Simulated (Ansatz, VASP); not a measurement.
## Ba3MgCd in VASP and in Ansatz

```
Ba Mg Cd
1.0
     6.60149    0.00000    0.00000
     0.00000    6.60149    0.00000
     0.00000    0.00000    6.60149
Ba Mg Cd
3 1 1
Cartesian
  0.0000 3.3007 3.3007
  3.3007 0.0000 3.3007
  3.3007 3.3007 0.0000
  0.0000 0.0000 0.0000
  3.3007 3.3007 3.3007
```

Alike in both runs: functional PBE; k mesh 4 × 4 × 4; occupations gaussian, width 0.1 eV; no spin polarisation.

Ansatz relaxed the structure, and its values are those at the end. VASP's run is a single point on that final structure, the one shown.

```csv
,VASP,Ansatz
version,VASP 6.6.1,Ansatz 0.2.0
potentials or method,"VASP PAW PBE potentials, release 64 (Ba_sv, Mg, Cd), cutoff 520 eV","scalar-relativistic, plane waves, PAW"
valence electrons in the cell,44,60
```

Ansatz gave:

* gap on the k mesh at the Fermi level (eV): none
* pressure (GPa): 0.1

Problem. Which values does VASP return?

Solution. gap on the k mesh at the Fermi level (eV): none; pressure (GPa): 0.2.

A gap of «none» marks a metal or a gap that the smearing closes. With one functional, cell and mesh, what is left measures potentials, basis and numerics. VASP's potentials hold 44 valence electrons a cell and Ansatz's 60, so a difference there can come from the potentials and not from the codes.

Spin-orbit coupling is off throughout.
